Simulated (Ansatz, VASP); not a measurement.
## Ga4SeS: VASP beside Ansatz

```
CELL_PARAMETERS angstrom
5.19212 0.00000 0.00000
0.00000 5.19212 0.00000
0.00000 0.00000 10.27837
ATOMIC_POSITIONS crystal
Ga 0.50000 0.50000 0.77880
Ga 0.50000 0.50000 0.22120
Ga 0.50000 0.00000 0.50000
Ga 0.00000 0.50000 0.50000
Se 0.50000 0.50000 0.50000
S 0.50000 0.50000 0.00000
```

Alike in both runs: functional PBE; k mesh 4 × 4 × 2; occupations gaussian, width 0.1 eV; no spin polarisation.

Ansatz relaxed the structure, and its values are those at the end. VASP's run is a single point on that final structure, the one shown.

|  | VASP | Ansatz |
| --- | --- | --- |
| version | VASP 6.6.1 | Ansatz 0.2.0 |
| potentials or method | VASP PAW PBE potentials, release 64 (Ga_d, Se, S), cutoff 520 eV | scalar-relativistic, plane waves, PAW |
| valence electrons in the cell | 64 | 74 |

```tsv
	VASP	Ansatz	Ansatz less VASP
gap on the k mesh at the Fermi level (eV)	none	none	-
pressure (GPa)	0.0	0.0	-0.03
rms of the force components (eV/Å)	0.011	0.011	+0.0004
```

A gap of «none» marks a metal or a gap that the smearing closes. VASP's potentials hold 64 valence electrons a cell and Ansatz's 74, so a difference there can come from the potentials and not from the codes.
